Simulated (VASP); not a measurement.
Write the native input for VASP 6.6.1 that does the following.

```
Task                   : electric field gradients
Functional             : PBE
Potentials or basis    : VASP PAW PBE potentials, release 64 (Sr_sv)
Cutoff                 : 520 eV
k mesh                 : 10 × 10 × 10
Occupations            : fermi-dirac, width 0.08 eV
Spin                   : no spin polarisation
Dipole correction      : no
Further INCAR settings : ALGO = Normal; EDIFF = 1e-08; NBANDS = 11
```

The structure of Sr lies in POSCAR:

```
Sr
1.0
    0.0000000000      3.0423500000      3.0423500000
    3.0423500000      0.0000000000      3.0423500000
    3.0423500000      3.0423500000      0.0000000000
Sr
1
Direct
    0.0000000000      0.0000000000      0.0000000000
```

The input as run:

INCAR

```
SYSTEM = Sr
  PREC = Accurate
  ENCUT = 520
  EDIFF = 1E-8
  ISMEAR = -1
  SIGMA = 0.08
  LREAL = .False.
  LASPH = .True.
  NELM = 100
  ALGO = Normal
  ISIF = 2
  LWAVE = .False.
  LCHARG = .False.
  GGA = PE
  LEFG = .True.
  NBANDS = 11
```

KPOINTS

```
regular mesh
0
Gamma
  10 10 10
  0 0 0
```

Potentials or basis: VASP PAW PBE potentials, release 64 (Sr_sv).

The run is started by

```sh
$ cat potpaw_PBE.64/Sr_sv/POTCAR > POTCAR
$ mpirun -np 1 vasp_std > vasp.out
```

It gave:

* Pressure: -0.3 GPa
* Band gap on the k mesh: zero (bands 5 and 6 overlap by 0.05 eV)
* Largest electric field gradient by atom: under 0.05 V/Å² on every atom

It took 35 s on 1 thread of Intel Xeon 8259CL, with other jobs on the host, peak memory 0.18 GiB.
